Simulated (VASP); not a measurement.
A run of VASP 6.6.1:

INCAR

```
  PREC = Accurate
  ENCUT = 520
  EDIFF = 1E-7
  ISMEAR = -1
  SIGMA = 0.1
  LREAL = F
  LASPH = T
  NELM = 60
  ALGO = Normal
  ISIF = 2
  LWAVE = F
  LCHARG = F
  GGA = PS
  NBANDS = 21
```

KPOINTS

```
regular mesh
0
Gamma
  20 20 12
```

Contents of POSCAR:

```
Ru
1.0
    2.6890905973      0.0000000000      0.0000000000
   -1.3445452986      2.3288207703      0.0000000000
    0.0000000000      0.0000000000      4.2442141276
Ru
2
Direct
    0.3333333333      0.6666666667      0.2500000000
    0.6666666667      0.3333333333      0.7500000000
```

Potentials or basis: VASP PAW PBE potentials, release 64 (Ru_pv).

Launch:

```bash
$ cat potpaw_PBE.64/Ru_pv/POTCAR > POTCAR
$ mpirun -np 1 vasp_std > vasp.out
```

Hardware: 1 thread of AMD EPYC 9R45 96-Core Processor (Zen 5), on a shared host.

Estimate the wall time of this run.

Wall time 46 s on 1 thread of AMD EPYC 9R45 96-Core Processor (Zen 5), on a shared host, peak memory 0.21 GiB. Counts: scf iterations 12, k points 308.
